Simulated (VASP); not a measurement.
# Ti8ClO16 in VASP: single point with PBE+D3(BJ)

Aim: the single point of Ti8ClO16 with PBE+D3(BJ).

Everything below comes from runs of VASP 6.6.1. Logs are shortened: lines on timing, memory, paths and dates and some standing lists are left out, and cuts for length are marked.

## Step 1: The cell of the first run

The cell holds a slab with vacuum, 25 atoms: a = 7.575 Å, b = 5.484 Å, c = 23.868 Å, α = 90.00°, β = 90.00°, γ = 110.20°.

## Step 2: Single point, PBE+D3(BJ), collinear spin

Contents of INCAR:

```
PREC = Accurate ; ENCUT = 520
EDIFF = 1E-6 ; ISMEAR = 0
SIGMA = 0.05 ; LREAL = Auto
LASPH = True ; NELM = 150
ALGO = Normal ; ISIF = 2
LWAVE = False ; LCHARG = True
ISPIN = 2 ; MAGMOM = 0 0 0 0 0 0 0 0 0 0 0 0 0 0.34 0 0 0 0 0 0 0 0 0 0 0.51
LORBIT = 11 ; LMAXMIX = 4
LDIPOL = True ; IDIPOL = 3
DIPOL = 0.5 0.5 0.467 ; GGA = PE
IVDW = 12 ; LVHAR = True
LVACPOTAV = True ; NBANDS = 122
KPAR = 2
```

Contents of KPOINTS:

```
regular mesh
0
Gamma
  2 3 1
```

Contents of POSCAR:

```
Ti8ClO16
1.0
    7.5747420773      0.0000000000      0.0000000000
   -1.8936855193      5.1466543491      0.0000000000
    0.0000000000      0.0000000000     23.8678571424
O Ti Cl
16 8 1
Direct
    0.1576574046      0.6306296184      0.3351788119
    0.6576574046      0.6306296184      0.3351788119
    0.2995803411      0.1983213645      0.3720660547
    0.7995803411      0.1983213645      0.3720660547
    0.4777260877      0.9109043507      0.3965902711
    0.9777260877      0.9109043507      0.3965902711
    0.1196490242      0.4785960968      0.4334775139
    0.6196490242      0.4785960968      0.4334775139
    0.2215158583      0.9002053031      0.4847734150
    0.7246613820      0.9010086805      0.4840236779
    0.3630194973      0.4482061616      0.5191893470
    0.8643641054      0.4525205178      0.5212691027
    0.5458239348      0.1775470235      0.5575987470
    0.0404260416      0.1693398069      0.5560223152
    0.1966526096      0.7435210564      0.5812728119
    0.6846207530      0.7529278704      0.5819231658
    0.0676917461      0.2707669845      0.3658845415
    0.5676917461      0.2707669845      0.3658845415
    0.2096146827      0.8384587307      0.4027717843
    0.7096146827      0.8384587307      0.4027717843
    0.1363307687      0.5385345991      0.5179326493
    0.6305221593      0.5303682882      0.5203078072
    0.2740224854      0.0701451925      0.5531789932
    0.7636630618      0.0718979614      0.5487961751
    0.1996803996      0.2347672228      0.6452226033
```

Potentials or basis: VASP PAW PBE potentials, release 64 (O, Ti_sv, Cl).

Run with:

```console
$ cat potpaw_PBE.64/O/POTCAR potpaw_PBE.64/Ti_sv/POTCAR potpaw_PBE.64/Cl/POTCAR > POTCAR
$ mpirun -np 4 vasp_std > vasp.out
```

OUTCAR:

```text
PREC = Accurate
   ENCUT = 520
   EDIFF = 1E-6
   ISMEAR = 0
   LREAL = Auto
   LASPH = True
   NELM = 150
   ISIF = 2
   ISPIN = 2
   LORBIT = 11
   GGA = PE
   IVDW = 12
 IVDW          = 12

 ion  position               nearest neighbor table
   1  0.158  0.631  0.335-  19 1.94  17 1.99
   2  0.658  0.631  0.335-  20 1.94  18 1.99
   3  0.300  0.198  0.372-  17 1.94  18 1.94  19 1.99
   4  0.800  0.198  0.372-  18 1.94  17 1.94  20 1.99
   5  0.478  0.911  0.397-  20 1.94  19 1.94  18 1.99
   6  0.978  0.911  0.397-  19 1.94  20 1.94  17 1.99
   7  0.120  0.479  0.433-  17 1.94  19 1.99  21 2.04
   8  0.620  0.479  0.433-  18 1.94  20 1.99  22 2.09
   9  0.222  0.900  0.485-  23 1.85  19 1.98  21 2.02
  10  0.725  0.901  0.484-  24 1.78  20 1.97  22 2.09
  11  0.363  0.448  0.519-  22 1.92  21 1.94  23 2.11
  12  0.864  0.453  0.521-  21 1.95  22 1.96  24 2.07
  13  0.546  0.178  0.558-  23 1.94  24 1.94  22 2.02
  14  0.040  0.169  0.556-  24 1.98  23 2.02  21 2.11
  15  0.197  0.744  0.581-  23 1.81  21 1.84
  16  0.685  0.753  0.582-  24 1.82  22 1.86
  17  0.068  0.271  0.366-   3 1.94   4 1.94   7 1.94   6 1.99   1 1.99
  18  0.568  0.271  0.366-   4 1.94   3 1.94   8 1.94   5 1.99   2 1.99
  19  0.210  0.838  0.403-   6 1.94   5 1.94   1 1.94   9 1.98   3 1.99   7 1.99
  20  0.710  0.838  0.403-   5 1.94   6 1.94   2 1.94  10 1.97   4 1.99   8 1.99
  21  0.136  0.539  0.518-  15 1.84  11 1.94  12 1.95   9 2.02   7 2.04  14 2.11  23 2.86
  22  0.631  0.530  0.520-  16 1.86  11 1.92  12 1.96  13 2.02   8 2.09  10 2.09  24 2.87
  23  0.274  0.070  0.553-  15 1.81   9 1.85  13 1.94  14 2.02  11 2.11  25 2.51  21 2.86
  24  0.764  0.072  0.549-  10 1.78  16 1.82  13 1.94  14 1.98  12 2.07  22 2.87
  25  0.200  0.235  0.645-  23 2.51

  Warning from LATTYP: Monoclinic adjustment (A1->A3, A2->A1, A3->A2)!
  LATTYP: Found a simple monoclinic cell.
 ALAT       =     5.4839853971
 B/A-ratio  =     4.3522831325
 C/A-ratio  =     1.3812476746
 COS(beta)  =    -0.3453119186

  Lattice vectors:

 A1 = (  -1.8936855193,   5.1466543491,   0.0000000000)
 A2 = (   0.0000000000,   0.0000000000,  23.8678571424)
 A3 = (   7.5747420773,   0.0000000000,   0.0000000000)

Analysis of symmetry for initial positions (statically):
=====================================================================
 Subroutine PRICEL returns:
 Original cell was already a primitive cell.

 Routine SETGRP: Setting up the symmetry group for a
 simple monoclinic supercell.

 Subroutine GETGRP returns: Found  1 space group operations
 (whereof  1 operations were pure point group operations)
 out of a pool of  4 trial point group operations.

The static configuration has the point symmetry C_1 .

Analysis of symmetry for dynamics (positions and initial velocities):
=====================================================================
 Subroutine PRICEL returns:
 Original cell was already a primitive cell.

 Routine SETGRP: Setting up the symmetry group for a
 simple monoclinic supercell.

 Subroutine GETGRP returns: Found  1 space group operations
 (whereof  1 operations were pure point group operations)
 out of a pool of  4 trial point group operations.

The dynamic configuration has the point symmetry C_1 .

Analysis of structural, dynamic, and magnetic symmetry:
=====================================================================
 Subroutine PRICEL returns:
 Original cell was already a primitive cell.

 Routine SETGRP: Setting up the symmetry group for a
 simple monoclinic supercell.

 Subroutine GETGRP returns: Found  1 space group operations
 (whereof  1 operations were pure point group operations)
 out of a pool of  4 trial point group operations.

The overall configuration has the point symmetry C_1 .

 Subroutine INISYM returns: Found  1 space group operations
 (whereof  1 operations are pure point group operations),
 and found     1 'primitive' translations

----------------------------------------------------------------------------------------

                                     Primitive cell

  volume of cell :     930.4784

  direct lattice vectors                    reciprocal lattice vectors
     7.574742077  0.000000000  0.000000000     0.132017696  0.048575246  0.000000000
    -1.893685519  5.146654349  0.000000000     0.000000000  0.194300983  0.000000000
[... 102 lines left out ...]
   ISTART =      0    job   : 0-new  1-cont  2-samecut
   ICHARG =      2    charge: 1-file 2-atom 10-const
   ISPIN  =      2    spin polarized calculation?
   LNONCOLLINEAR =      F non collinear calculations
   LSORBIT =      F    spin-orbit coupling
   LASPH  =      T    aspherical Exc in radial PAW
   ENCUT  =  520.0 eV  38.22 Ry    6.18 a.u.  14.08 10.20 44.38*2*pi/ulx,y,z
   NELM   =    150;   NELMIN=  2; NELMDL= -5     # of ELM steps
   EDIFF  = 0.1E-05   stopping-criterion for ELM
   LREAL  =      T    real-space projection
   EDIFFG = 0.1E-04   stopping-criterion for IOM
   NSW    =      0    number of steps for IOM
   IBRION =     -1    ionic relax: 0-MD 1-quasi-New 2-CG
   NFREE  =      0    steps in history (QN), initial steepest desc. (CG)
   ISIF   =      2    stress and relaxation
   ISYM   =      2    0-nonsym 1-usesym 2-fastsym
   POTIM  = 0.5000    time-step for ionic-motion
   TEBEG  =    0.0;   TEEND  =   0.0 temperature during run
   PSTRESS=    0.0 pullay stress
   NELECT =     199.0000    total number of electrons
   NUPDOWN=      -1.0000    fix difference up-down
   EMIN   =  10.00;   EMAX   =-10.00  energy-range for DOS
   EFERMI =   0.00;   METHOD = LEGACY
   ISMEAR =     0;   SIGMA  =   0.05  broadening in eV -4-tet -1-fermi 0-gaus
   EFERMI_NEDOS =   21; number of points for ismear=-14 and -15
   IALGO  =     38    algorithm
   IMIX   =      4    mixing-type and parameters
     AMIX     =   0.40;   BMIX     =  1.00
     AMIX_MAG =   1.60;   BMIX_MAG =  1.00
  volume/ion in A,a.u.               =      37.22       251.17
  Fermi-wavevector in a.u.,A,eV,Ry     =   0.979017  1.850075 13.040846  0.958475
  Thomas-Fermi vector in A             =   2.109838
   LORBIT       =     11    0 simple, 1 ext, 2 COOP (PROOUT), +10 PAW based schemes
   GGA     = PE    functional components
   LHFCALC =     F    Hartree Fock is set to
   AEXX    =    0.0000 exact exchange contribution
   IVDW    =    12    specifies the selected vdW correction
   LEPSILON=     F    determine dielectric tensor
   LRPA    =     F    only Hartree local field effects (RPA)
 spin polarized calculation
 Gauss-broadening in eV      SIGMA  =   0.05
  energy-cutoff  :      520.00
  volume of cell :      930.48
 maximum number of plane-waves:     25078
   NGX = 29   NGY = 21   NGZ = 89

 dipolmoment           0.000000      0.000000     -0.009993 electrons x Angstroem

 number of electron     198.9999990 magnetization       0.9999419

 dipolmoment           0.000000      0.000000      0.136984 electrons x Angstroem

 Free energy of the ion-electron system (eV)
  ---------------------------------------------------
  ext. energy  EPLUGINS =         0.00000000
  ---------------------------------------------------
  free energy    TOTEN  =      -212.41990723 eV

  energy without entropy =     -212.41990723  energy(sigma->0) =     -212.41990723

 E-fermi :  -3.4670     XC(G=0):  -3.9651

 val. band max:       -3.6951971707   @ k =   0.0000   0.0000   0.0000
 cond. band min:      -3.2355806609   @ k =   0.5000   0.0000   0.0000
 fundamental gap:      0.4596165098
 Fermi energy:        -3.4669959490

 spin component 1

 k-point     1 :       0.0000    0.0000    0.0000
  band No.  band energies     occupation
      1     -60.4815      1.00000
      2     -60.4643      1.00000
      3     -60.3728      1.00000
      4     -60.3076      1.00000
      5     -60.2442      1.00000
      6     -60.2414      1.00000
[... 445 lines left out ...]
    110      -0.5663      0.00000
    111      -0.5394      0.00000
 Fermi energy:        -3.4669959490

 spin component 2

 k-point     1 :       0.0000    0.0000    0.0000
  band No.  band energies     occupation
      1     -60.4816      1.00000
      2     -60.4645      1.00000
      3     -60.3738      1.00000
      4     -60.3072      1.00000
      5     -60.2530      1.00000
      6     -60.2438      1.00000
[... 445 lines left out ...]
    110      -0.5653      0.00000
    111      -0.5322      0.00000
 [bands above 111 left out]

------------------------ aborting loop because EDIFF is reached ----------------------------------------

 Edisp (eV)   -3.97153

 E8    (eV) :    -1.6234

  FORCE on cell =-STRESS in cart. coord.  units (eV):
  Direction    XX          YY          ZZ          XY          YZ          ZX
  --------------------------------------------------------------------------------------
  -------------------------------------------------------------------------------------
  Total      -4.40331   -13.50720    -4.75768    -0.33175    -3.74776     0.08378
  in kB      -7.58199   -23.25785    -8.19217    -0.57123    -6.45322     0.14426
  external pressure =      -13.01 kB  Pullay stress =        0.00 kB

 VOLUME and BASIS-vectors are now :
 -----------------------------------------------------------------------------
  energy-cutoff  :      520.00
  volume of cell :      930.48
      direct lattice vectors                 reciprocal lattice vectors
     7.574742077  0.000000000  0.000000000     0.132017696  0.048575246  0.000000000
    -1.893685519  5.146654349  0.000000000     0.000000000  0.194300983  0.000000000
     0.000000000  0.000000000 23.867857142     0.000000000  0.000000000  0.041897351

 POSITION                                       TOTAL-FORCE (eV/Angst)
 -----------------------------------------------------------------------------------
      0.00000      3.24563      8.00000        -0.005456     -1.552984      1.023725
      3.78737      3.24563      8.00000        -0.003317     -1.519008      1.037775
      1.89369      1.02069      8.88042        -0.025397      0.212732     -1.101058
      5.68106      1.02069      8.88042         0.023473      0.223835     -1.090951
      1.89369      4.68811      9.46576        -0.009337      0.287042      0.109766
      5.68106      4.68811      9.46576        -0.030319      0.308162      0.067891
[... 17 lines left out ...]
      5.64840      0.37003     13.09859         0.036109      0.079659      0.054736
      1.06795      1.20827     15.40008         0.009945     -0.011448     -0.018796
 -----------------------------------------------------------------------------------
    total drift:                                0.036026      0.028618     -0.003133

  FREE ENERGIE OF THE ION-ELECTRON SYSTEM (eV)
  ---------------------------------------------------
  free  energy   TOTEN  =      -216.3914390267 eV

  energy  without entropy=     -216.3914390267  energy(sigma->0) =     -216.39143903

 vacuum level on the upper side and lower side of the slab         3.672         3.037

 total charge

# of ion       s       p       d       tot
------------------------------------------
    1        1.579   3.362   0.000   4.941
    2        1.579   3.362   0.000   4.941
    3        1.571   3.503   0.000   5.074
    4        1.571   3.503   0.000   5.074
    5        1.572   3.502   0.000   5.075
    6        1.573   3.502   0.000   5.074
[... 17 lines left out ...]
   24        2.238   6.280   1.882  10.400
   25        1.618   3.383   0.000   5.002
--------------------------------------------------
tot         44.550 108.885  14.209 167.644

 magnetization (x)

# of ion       s       p       d       tot
------------------------------------------
    1        0.000   0.002   0.000   0.002
    2        0.000   0.001   0.000   0.001
    3        0.000   0.001   0.000   0.001
    4        0.000   0.000   0.000   0.000
    5        0.000   0.001   0.000   0.001
    6        0.000   0.000   0.000   0.000
[... 17 lines left out ...]
   24       -0.000   0.001  -0.001  -0.000
   25        0.012   0.452   0.000   0.463
--------------------------------------------------
tot          0.022   0.784  -0.013   0.792
```

Wall time 16 min (4 MPI ranks of Intel Xeon Platinum 8488C (Sapphire Rapids), shared host); peak memory 0.88 GiB.

What came out:

| Property | Result |
| --- | --- |
| Free energy | -216.3914 eV |
| Largest force | 4.563 eV/Å |
| Band gap on the k mesh | 0.46 eV (least direct gap 0.47 eV) |
| Net moment | 1.00 μB per cell |
| Site moments | O +0.00, +0.01, +0.29, -0.00 (each value once); Ti +0.00, -0.00, -0.01 (each value once); Cl +0.46 μB |
| Valence electrons inside the program's atomic spheres | O 4.94, 5.07, 5.08, 5.04, 5.02, 5.05, 5.06, 4.99, 5.01 (each value once); Ti 10.18, 10.19, 10.26, 10.24, 10.22, 10.31, 10.40 (each value once); Cl 5.00 |
| Dispersion energy per atom | -0.159 eV |

Forces in eV/Å, atoms in the order of the input:
```
O   -0.005 -1.553  1.024
O   -0.003 -1.519  1.038
O   -0.025  0.213 -1.101
O    0.023  0.224 -1.091
O   -0.009  0.287  0.110
O   -0.030  0.308  0.068
O    0.002 -0.901 -0.110
O    0.051 -0.801  0.073
O   -0.009  0.003 -0.040
O   -0.009 -0.026 -0.071
O   -0.012  0.002 -0.011
O   -0.008  0.000  0.000
O   -0.014 -0.007  0.016
O    0.009 -0.008  0.023
O   -0.001 -0.045  0.131
O   -0.005 -0.021  0.109
Ti   0.018  4.012  1.933
Ti  -0.003  4.085  2.034
Ti  -0.024 -2.037 -1.845
Ti   0.025 -2.306 -2.282
Ti  -0.017 -0.082 -0.051
Ti   0.028 -0.016 -0.062
Ti  -0.030  0.119  0.070
Ti   0.036  0.080  0.055
Cl   0.010 -0.011 -0.019
```

Caveat: the k points lie up to 0.44 Å⁻¹ apart.
